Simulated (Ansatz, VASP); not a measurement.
**F: VASP beside Ansatz**

INCAR

```
ALGO = Normal ; EDIFF = 1E-6
ENCUT = 520 ; GGA = PE
ISIF = 2 ; ISMEAR = 0
IVDW = 12 ; LASPH = T
LCHARG = F ; LREAL = F
LWAVE = F ; NBANDS = 22
NELM = 80 ; PREC = Accurate
SIGMA = 0.05
```

File KPOINTS:

```
k-points
0
Gamma
  8 8 4
```

Contents of POSCAR:

```
F
1.0
    2.9120124940     -1.8142130300      0.3073132231
    2.9120124940      1.8142130300      0.3073132231
   -0.8492393030      0.0000000000      6.8333232958
F
4
Direct
    0.9138648456      0.5855481450      0.0939279973
    0.4144518550      0.0861351544      0.4060720027
    0.0861351544      0.4144518550      0.9060720027
    0.5855481450      0.9138648456      0.5939279973
```

Input for Ansatz:

```yaml
crystal:
  lattice:
    - [2.912012494, -1.81421303, 0.3073132231]
    - [2.912012494, 1.81421303, 0.3073132231]
    - [-0.849239303, 0.0, 6.8333232958]
  atoms:
    - { symbol: F, position: [0.9138648456, 0.585548145, 0.0939279973] }
    - { symbol: F, position: [0.414451855, 0.0861351544, 0.4060720027] }
    - { symbol: F, position: [0.0861351544, 0.414451855, 0.9060720027] }
    - { symbol: F, position: [0.585548145, 0.9138648456, 0.5939279973] }
basis:
  ecutwfc: 520.0
kpoints:
  mp_grid: { grid: [8, 8, 4] }
hamiltonian:
  xc: pbe
  dispersion: d3bj
scf:
  occupations: { method: gaussian, width: 0.05 }
output:
  forces: true
  stress: true
  eigenvalues: true
  write_density: true
  write_potential: true
  elf: true
  volumetric_format: npy
```

Change from the starting cell: volume 18.287 Å^3 an atom, stretch along a over the lengths across it, relative to the relaxed cell 1.0202.

Alike in both runs: task single point; functional PBE; dispersion D3(BJ); k mesh 8 × 8 × 4; occupations gaussian, width 0.05 eV; no spin polarisation.

```csv
,VASP,Ansatz
version,VASP 6.6.1,Ansatz 0.2.0
potentials or method,"VASP PAW PBE potentials, release 64 (F), cutoff 520 eV","scalar-relativistic, plane waves, PAW"
valence electrons in the cell,28,28
```

VASP gave:

```
gap on the k mesh at the Fermi level (eV)                     : 2.78
least direct gap on the mesh (eV)                             : 2.78
pressure (GPa)                                                : -1.2
traceless stress, the component that is largest in VASP (GPa) : -0.76
rms of the force components (eV/Å)                            : 0.142
```

Question: What did Ansatz give for the same quantities?

Answer: gap on the k mesh at the Fermi level (eV): 2.85; least direct gap on the mesh (eV): 2.85; pressure (GPa): -1.4; traceless stress, the component that is largest in VASP (GPa): -1.78; rms of the force components (eV/Å): 0.339.

Atom by atom the forces differ by 0.197 eV/Å (rms over components). One of these differences is far larger than is usual between the two programs; its cause wasn't traced.
